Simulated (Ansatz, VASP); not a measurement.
TiC in VASP and in Ansatz

The input POSCAR:

```
TiC
1.0
    0.0000000000      2.1315400000      2.0990800000
    2.1315400000      0.0000000000      2.0990800000
    2.1315400000      2.1315400000      0.0000000000
Ti C
1 1
Direct
    0.0000000000      0.0000000000      0.0000000000
    0.5000000000      0.5000000000      0.5000000000
```

INCAR.step1

```
PREC = Accurate
ENCUT = 520
ISMEAR = 0
SIGMA = 0.15
LREAL = F
LASPH = T
NELM = 80
NBANDS = 15
GGA = PE
ALGO = Normal
EDIFF = 1E-4
LWAVE = T
LCHARG = F
```

INCAR.step2

```
PREC = Accurate
ENCUT = 520
EDIFF = 1E-6
ISMEAR = 0
SIGMA = 0.15
LREAL = F
LASPH = T
NELM = 80
ALGO = Normal
ISIF = 2
LWAVE = F
LCHARG = F
METAGGA = R2SCAN
LMIXTAU = T
NBANDS = 15
ISTART = 1
```

File KPOINTS:

```
regular mesh
0
Gamma
  18 18 18
```

Input for Ansatz:

```yaml
crystal:
  lattice:
    - [0.0, 2.13154, 2.09908]
    - [2.13154, 0.0, 2.09908]
    - [2.13154, 2.13154, 0.0]
  atoms:
    - { symbol: Ti, position: [0.0, 0.0, 0.0] }
    - { symbol: C, position: [0.5, 0.5, 0.5] }
basis:
  ecutwfc: 500
kpoints:
  mp_grid: { grid: [18, 18, 18] }
hamiltonian:
  xc: r2scan
scf:
  occupations: { method: gaussian, width: 0.15 }
output:
  forces: true
  stress: true
  eigenvalues: true
```

Change from the starting cell: strain -0.015 along x and y, -0.030 along z, atoms carried along.

Alike in both runs: task single point; functional r2SCAN; k mesh 18 × 18 × 18; occupations gaussian, width 0.15 eV; no spin polarisation.

|  | VASP | Ansatz |
| --- | --- | --- |
| version | VASP 6.6.1 | Ansatz 0.2.0 |
| potentials or method | VASP PAW PBE potentials, release 64 (Ti_sv, C), cutoff 520 eV | scalar-relativistic, plane waves, PAW |
| valence electrons in the cell | 16 | 16 |

```csv
,VASP,Ansatz,Ansatz less VASP
gap on the k mesh at the Fermi level (eV),none,none,-
pressure (GPa),19.1,18.0,-1.07
"traceless stress, the component that is largest in VASP (GPa)",5.52,5.46,-0.054
```

VASP's potentials were made for PBE, not for r2SCAN. A gap of «none» marks a metal or a gap that the smearing closes.
